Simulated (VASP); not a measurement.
# Ru: single point with PBEsol

The system is Ru.

```
CELL_PARAMETERS angstrom
2.65200 0.00000 0.00000
-1.32600 2.29670 0.00000
0.00000 0.00000 4.15030
ATOMIC_POSITIONS crystal
Ru 0.33333 0.66667 0.25000
Ru 0.66667 0.33333 0.75000
```

```
Program             : VASP 6.6.1
Task                : single point
Functional          : PBEsol
Potentials or basis : VASP PAW PBE potentials, release 64 (Ru_pv)
Cutoff              : 520 eV
k mesh              : 18 × 18 × 10
Occupations         : gaussian, width 0.15 eV
Spin                : no spin polarisation
```

```yaml
Pressure: 20.9 GPa
Band_gap_on_the_k_mesh: zero (band 14 reaches 15.70 eV, above the bottom of band 15 at 12.23 eV)
```

Stress tensor (GPa, compression positive):
```
18.57  0.00  0.00
 0.00 18.57  0.00
 0.00  0.00 25.52
```

Levels at points of the mesh, in eV from the Fermi level:
| k point | band 10 | band 11 | band 12 | band 13 | band 14 | band 15 | band 16 | band 17 | band 18 | band 19 |
| --- | --- | --- | --- | --- | --- | --- | --- | --- | --- | --- |
| (0.00, 0.00, 0.00) | -2.92 | -2.59 | -2.12 | -2.12 | -1.64 | -1.64 | 1.32 | 1.32 | 1.47 | 10.19 |
| (0.50, 0.00, 0.00) | -3.45 | -2.21 | -1.99 | -1.61 | 1.55 | 2.05 | 2.24 | 4.45 | 6.61 | 11.69 |
| (0.00, 0.00, 0.50) | -3.13 | -3.13 | -3.13 | -2.90 | -2.90 | 0.64 | 0.64 | 0.64 | 0.64 | 10.21 |
| (0.50, 0.00, 0.50) | -5.01 | -1.23 | -1.23 | 0.48 | 0.48 | 1.86 | 1.86 | 3.66 | 3.66 | 10.20 |

Run time: 76 s on 1 thread of Intel(R) Xeon(R) Platinum 8259CL CPU @ 2.50GHz (Skylake/Cascade Lake), with other jobs on the host, peak memory 0.2 GiB.

Caveat: the PAW data sets were made with another functional, which shifts forces and pressure a little.
